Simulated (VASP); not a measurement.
# Cl2O3 (Pn-3m) in VASP: further runs

The runs below take Cl2O3 through single point, with PBE.

Program: VASP 6.6.1. These are calculated values, not measurements. Logs are shortened: lines on timing, memory, paths and dates and some standing lists are left out, and cuts for length are marked.

## Step 1: The cell of the first run

It takes space group Pn-3m (No. 224, cubic). Conventional cell: a = 5.167 Å, b = 5.167 Å, c = 5.167 Å, α = 90.00°, β = 90.00°, γ = 90.00°. Within 3.0 Å of Cl (site symmetry -3m) lie 6 O at 2.24 Å. Within 3.0 Å of O (site symmetry -42m) lie 4 Cl at 2.24 Å and 4 O at 2.58 Å.

## Step 2: Single point, PBE

INCAR

```
PREC = Accurate
ENCUT = 520
EDIFF = 1E-6
ISMEAR = -1
SIGMA = 0.06122561905347299
LREAL = F
LASPH = T
NELM = 80
ALGO = Normal
ISIF = 2
LWAVE = F
LCHARG = T
GGA = PE
LELF = T
LVHAR = T
NBANDS = 43
```

KPOINTS

```
Automatic mesh
0
Gamma
  11 11 11
```

POSCAR

```
Cl2O3
1.0
    5.1671234026      0.0000000000      0.0000000000
    0.0000000000      5.1671234026      0.0000000000
    0.0000000000      0.0000000000      5.1671234026
Cl O
4 6
Direct
    0.2500000000      0.2500000000      0.2500000000
    0.7500000000      0.7500000000      0.2500000000
    0.7500000000      0.2500000000      0.7500000000
    0.2500000000      0.7500000000      0.7500000000
    0.5000000000      0.0000000000      0.0000000000
    0.0000000000      0.5000000000      0.0000000000
    0.0000000000      0.0000000000      0.5000000000
    0.5000000000      0.5000000000      0.0000000000
    0.5000000000      0.0000000000      0.5000000000
    0.0000000000      0.5000000000      0.5000000000
```

Potentials or basis: VASP PAW PBE potentials, release 64 (Cl, O).

Started as:

```console
cat potpaw_PBE.64/Cl/POTCAR potpaw_PBE.64/O/POTCAR > POTCAR
mpirun -np 1 vasp_std > vasp.out
```

OUTCAR:

```text
PREC = Accurate
   ENCUT = 520
   EDIFF = 1E-6
   ISMEAR = -1
   LREAL = F
   LASPH = T
   NELM = 80
   ISIF = 2
   GGA = PE

 ion  position               nearest neighbor table
   1  0.250  0.250  0.250-   5 2.24   6 2.24   7 2.24   8 2.24   9 2.24  10 2.24
   2  0.750  0.750  0.250-   5 2.24   6 2.24   7 2.24   8 2.24   9 2.24  10 2.24
   3  0.750  0.250  0.750-   5 2.24   6 2.24   7 2.24   8 2.24   9 2.24  10 2.24
   4  0.250  0.750  0.750-   5 2.24   6 2.24   7 2.24   8 2.24   9 2.24  10 2.24
   5  0.500  0.000  0.000-   1 2.24   2 2.24   3 2.24   4 2.24
   6  0.000  0.500  0.000-   1 2.24   2 2.24   3 2.24   4 2.24
   7  0.000  0.000  0.500-   1 2.24   2 2.24   3 2.24   4 2.24
   8  0.500  0.500  0.000-   1 2.24   2 2.24   3 2.24   4 2.24
   9  0.500  0.000  0.500-   1 2.24   2 2.24   3 2.24   4 2.24
  10  0.000  0.500  0.500-   1 2.24   2 2.24   3 2.24   4 2.24

  LATTYP: Found a simple cubic cell.
 ALAT       =     5.1671234026

  Lattice vectors:

 A1 = (   5.1671234026,   0.0000000000,   0.0000000000)
 A2 = (   0.0000000000,   5.1671234026,   0.0000000000)
 A3 = (   0.0000000000,   0.0000000000,   5.1671234026)

Analysis of symmetry for initial positions (statically):
=====================================================================
 Subroutine PRICEL returns:
 Original cell was already a primitive cell.

 Routine SETGRP: Setting up the symmetry group for a
 simple cubic supercell.

 Subroutine GETGRP returns: Found 48 space group operations
 (whereof 24 operations were pure point group operations)
 out of a pool of 48 trial point group operations.

The static configuration has the point symmetry T_d .
 The point group associated with its full space group is O_h .

Analysis of symmetry for dynamics (positions and initial velocities):
=====================================================================
 Subroutine PRICEL returns:
 Original cell was already a primitive cell.

 Routine SETGRP: Setting up the symmetry group for a
 simple cubic supercell.

 Subroutine GETGRP returns: Found 48 space group operations
 (whereof 24 operations were pure point group operations)
 out of a pool of 48 trial point group operations.

The dynamic configuration has the point symmetry T_d .
 The point group associated with its full space group is O_h .

 Subroutine INISYM returns: Found 48 space group operations
 (whereof 24 operations are pure point group operations),
 and found     1 'primitive' translations

----------------------------------------------------------------------------------------

                                     Primitive cell

  volume of cell :     137.9579

  direct lattice vectors                    reciprocal lattice vectors
     5.167123403  0.000000000  0.000000000     0.193531279  0.000000000  0.000000000
     0.000000000  5.167123403  0.000000000     0.000000000  0.193531279  0.000000000
     0.000000000  0.000000000  5.167123403     0.000000000  0.000000000  0.193531279

  length of vectors
     5.167123403  5.167123403  5.167123403     0.193531279  0.193531279  0.193531279

  position of ions in fractional coordinates (direct lattice)
     0.250000000  0.250000000  0.250000000
     0.750000000  0.750000000  0.250000000
     0.750000000  0.250000000  0.750000000
     0.250000000  0.750000000  0.750000000
     0.500000000  0.000000000  0.000000000
     0.000000000  0.500000000  0.000000000
     0.000000000  0.000000000  0.500000000
     0.500000000  0.500000000  0.000000000
     0.500000000  0.000000000  0.500000000
     0.000000000  0.500000000  0.500000000

  ion indices of the primitive-cell ions
   primitive index   ion index
                 1           1
                 2           2
                 3           3
                 4           4
                 5           5
                 6           6
                 7           7
                 8           8
                 9           9
                10          10

----------------------------------------------------------------------------------------

 KPOINTS: Automatic mesh

Automatic generation of k-mesh.
 Grid dimensions read from file:
 generate k-points for:   11   11   11

 Generating k-lattice:

  Cartesian coordinates                     Fractional coordinates (reciprocal lattice)
     0.017593753  0.000000000  0.000000000     0.090909091  0.000000000  0.000000000
     0.000000000  0.017593753  0.000000000     0.000000000  0.090909091  0.000000000
     0.000000000  0.000000000  0.017593753     0.000000000  0.000000000  0.090909091

  Length of vectors
     0.017593753  0.017593753  0.017593753

  Shift w.r.t. Gamma in fractional coordinates (k-lattice)
     0.000000000  0.000000000  0.000000000

 Subroutine IBZKPT returns following result:
 ===========================================

 Found     56 irreducible k-points:

 Following reciprocal coordinates:
            Coordinates               Weight
  0.000000  0.000000  0.000000      1.000000
  0.090909  0.000000  0.000000      6.000000
  0.181818  0.000000  0.000000      6.000000
  0.272727  0.000000  0.000000      6.000000
  0.363636  0.000000  0.000000      6.000000
  0.454545  0.000000  0.000000      6.000000
[... 16 lines left out ...]
  0.181818  0.090909  0.090909     24.000000
  0.272727  0.090909  0.090909     24.000000
 [... further k-points ...]
   k-points           NKPTS =     56   k-points in BZ     NKDIM =     56   number of bands    NBANDS=     43
   number of dos      NEDOS =    301   number of ions     NIONS =     10
   total plane-waves  NPLWV =  64000
   dimension x,y,z NGX =    40 NGY =   40 NGZ =   40
   dimension x,y,z NGXF=    80 NGYF=   80 NGZF=   80
   ions per type =               4   6
   NGX,Y,Z   is equivalent  to a cutoff of  12.87, 12.87, 12.87 a.u.
   NGXF,Y,Z  is equivalent  to a cutoff of  25.74, 25.74, 25.74 a.u.
 SYSTEM =  unknown system
   PREC   = accura    normal or accurate (medium, high low for compatibility)
   ISTART =      0    job   : 0-new  1-cont  2-samecut
   ICHARG =      2    charge: 1-file 2-atom 10-const
   ISPIN  =      1    spin polarized calculation?
   LNONCOLLINEAR =      F non collinear calculations
   LSORBIT =      F    spin-orbit coupling
   LASPH  =      T    aspherical Exc in radial PAW
   ENCUT  =  520.0 eV  38.22 Ry    6.18 a.u.   9.61  9.61  9.61*2*pi/ulx,y,z
   NELM   =     80;   NELMIN=  2; NELMDL= -5     # of ELM steps
   EDIFF  = 0.1E-05   stopping-criterion for ELM
   LREAL  =      F    real-space projection
   EDIFFG = 0.1E-04   stopping-criterion for IOM
   NSW    =      0    number of steps for IOM
   IBRION =     -1    ionic relax: 0-MD 1-quasi-New 2-CG
   NFREE  =      0    steps in history (QN), initial steepest desc. (CG)
   ISIF   =      2    stress and relaxation
   ISYM   =      2    0-nonsym 1-usesym 2-fastsym
   POTIM  = 0.5000    time-step for ionic-motion
   TEBEG  =    0.0;   TEEND  =   0.0 temperature during run
   PSTRESS=    0.0 pullay stress
   NELECT =      64.0000    total number of electrons
   NUPDOWN=      -1.0000    fix difference up-down
   EMIN   =  10.00;   EMAX   =-10.00  energy-range for DOS
   EFERMI =   0.00;   METHOD = LEGACY
   ISMEAR =    -1;   SIGMA  =   0.06  broadening in eV -4-tet -1-fermi 0-gaus
   EFERMI_NEDOS =   21; number of points for ismear=-14 and -15
   IALGO  =     38    algorithm
   IMIX   =      4    mixing-type and parameters
     AMIX     =   0.40;   BMIX     =  1.00
     AMIX_MAG =   1.60;   BMIX_MAG =  1.00
  volume/ion in A,a.u.               =      13.80        93.10
  Fermi-wavevector in a.u.,A,eV,Ry     =   1.267319  2.394886 21.852287  1.606098
  Thomas-Fermi vector in A             =   2.400473
   LORBIT       =      0    0 simple, 1 ext, 2 COOP (PROOUT), +10 PAW based schemes
   GGA     = PE    functional components
   LHFCALC =     F    Hartree Fock is set to
   AEXX    =    0.0000 exact exchange contribution
   IVDW    =     0    specifies the selected vdW correction
   LEPSILON=     F    determine dielectric tensor
   LRPA    =     F    only Hartree local field effects (RPA)
 non-spin polarized calculation
  energy-cutoff  :      520.00
  volume of cell :      137.96
 maximum number of plane-waves:      3761
 NGX is ok and might be reduce to    40
   NGX = 19   NGY = 19   NGZ = 19

 number of electron      64.0000038 magnetization

 Free energy of the ion-electron system (eV)
  ---------------------------------------------------
  ext. energy  EPLUGINS =         0.00000000
  ---------------------------------------------------
  free energy    TOTEN  =       -23.54808707 eV

  energy without entropy =      -23.46611183  energy(sigma->0) =      -23.50709945

 E-fermi :   2.7475     XC(G=0):  -9.8765

 val. band max:        2.7420277010   @ k =   0.4545   0.0909   0.0909
 cond. band min:       2.7531807951   @ k =   0.1818   0.0000   0.0000
 fundamental gap:      0.0111530941
 Fermi energy:         2.7474544126

 k-point     1 :       0.0000    0.0000    0.0000
  band No.  band energies     occupation
      1     -17.3224      2.00000
      2     -15.2972      2.00000
      3     -15.2972      2.00000
      4     -14.2098      2.00000
      5     -14.2098      2.00000
      6     -13.9840      2.00000
[... 35 lines left out ...]
     42      11.2795      0.00000
     43      11.2795      0.00000

 k-point     2 :       0.0909    0.0000    0.0000
  band No.  band energies     occupation
      1     -17.2970      2.00000
      2     -15.3843      2.00000
      3     -15.2787      2.00000
      4     -14.2365      2.00000
      5     -14.2087      2.00000
      6     -14.0405      2.00000
[... 1004 lines left out ...]
 k-point    24 :       0.2727    0.0909    0.0909
  band No.  band energies     occupation
      1     -17.0482      2.00000
      2     -15.8631      2.00000
      3     -15.2483      2.00000
      4     -14.4780      2.00000
      5     -14.2943      2.00000
      6     -14.2304      2.00000
[... 35 lines left out ...]
     42      11.6564      0.00000
     43      11.6959      0.00000

 [... further k-points ...]

------------------------ aborting loop because EDIFF is reached ----------------------------------------

  FORCE on cell =-STRESS in cart. coord.  units (eV):
  Direction    XX          YY          ZZ          XY          YZ          ZX
  --------------------------------------------------------------------------------------
  -------------------------------------------------------------------------------------
  Total       -1.4847059     -1.4847059     -1.4847059      0.0000000      0.0000000     -0.0000000
  in kB      -17.2426701    -17.2426701    -17.2426701      0.0000000      0.0000000     -0.0000000
  external PRESSURE =     -17.2426701 kB  Pullay stress =       0.0000000 kB

 VOLUME and BASIS-vectors are now :
 -----------------------------------------------------------------------------
  energy-cutoff  :      520.00
  volume of cell :      137.96
      direct lattice vectors                 reciprocal lattice vectors
     5.167123403  0.000000000  0.000000000     0.193531279  0.000000000  0.000000000
     0.000000000  5.167123403  0.000000000     0.000000000  0.193531279  0.000000000
     0.000000000  0.000000000  5.167123403     0.000000000  0.000000000  0.193531279

 POSITION                                       TOTAL-FORCE (eV/Angst)
 -----------------------------------------------------------------------------------
      1.29178      1.29178      1.29178        -0.000000      0.000000      0.000000
      3.87534      3.87534      1.29178        -0.000000      0.000000     -0.000000
      3.87534      1.29178      3.87534        -0.000000     -0.000000     -0.000000
      1.29178      3.87534      3.87534         0.000000      0.000000      0.000000
      2.58356      0.00000      0.00000         0.000000      0.000000      0.000000
      0.00000      2.58356      0.00000         0.000000     -0.000000     -0.000000
      0.00000      0.00000      2.58356         0.000000     -0.000000      0.000000
      2.58356      2.58356      0.00000         0.000000      0.000000     -0.000000
      2.58356      0.00000      2.58356        -0.000000     -0.000000      0.000000
      0.00000      2.58356      2.58356        -0.000000     -0.000000      0.000000
 -----------------------------------------------------------------------------------
    total drift:                               -0.000000      0.000000     -0.000000

  FREE ENERGIE OF THE ION-ELECTRON SYSTEM (eV)
  ---------------------------------------------------
  free  energy   TOTEN  =       -23.5480870741 eV

  energy  without entropy=      -23.4661118266  energy(sigma->0) =      -23.50709945
```

Wall time 3.1 min (1 thread of Intel Xeon Platinum 8488C (Sapphire Rapids), shared host); peak memory 0.38 GiB.

What came out:

* Free energy: -23.5481 eV
* Pressure: -1.7 GPa
* Band gap on the k mesh: zero (bands 32 and 33 overlap by 0.96 eV)

## Step 3: Single point, PBE

This run uses another cell than the first one, of 14.07 Å³/atom.

INCAR

```
PREC = Accurate ; ENCUT = 520
EDIFF = 1E-6 ; ISMEAR = -1
SIGMA = 0.06122561905347299 ; LREAL = False
LASPH = True ; NELM = 80
ALGO = Normal ; ISIF = 2
LWAVE = False ; LCHARG = False
GGA = PE ; NBANDS = 43
```

KPOINTS

```
regular mesh
0
Gamma
  11 11 11
```

POSCAR: that of step 2 with these lines changed.

```diff
@@ -2,5 +2,5 @@
 1.0
-    5.1671234026      0.0000000000      0.0000000000
-    0.0000000000      5.1671234026      0.0000000000
-    0.0000000000      0.0000000000      5.1671234026
+    5.2006770922      0.0000000000      0.0000000000
+    0.0000000000      5.2006770922      0.0000000000
+    0.0000000000      0.0000000000      5.2006770922
 Cl O
```

Potentials or basis: VASP PAW PBE potentials, release 64 (Cl, O).

Started as:

```console
cat potpaw_PBE.64/Cl/POTCAR potpaw_PBE.64/O/POTCAR > POTCAR
mpirun -np 1 vasp_std > vasp.out
```

Run time: 3.1 min. Hardware: 1 thread of Intel Xeon Platinum 8488C (Sapphire Rapids), shared host; peak memory 0.37 GiB.

The run converged. Its results:

- Free energy: -23.5104 eV
- Pressure: -3.1 GPa
- Band gap on the k mesh: zero (bands 32 and 33 overlap by 0.93 eV)

Levels at points of the mesh, in eV from the Fermi level:
```csv
k point,band 29,band 30,band 31,band 32,band 33,band 34,band 35,band 36
"(0.00, 0.00, 0.00)",-0.99,-0.99,-0.99,-0.03,-0.03,-0.03,1.01,1.01
```

Caveat: the cell stands under tension.
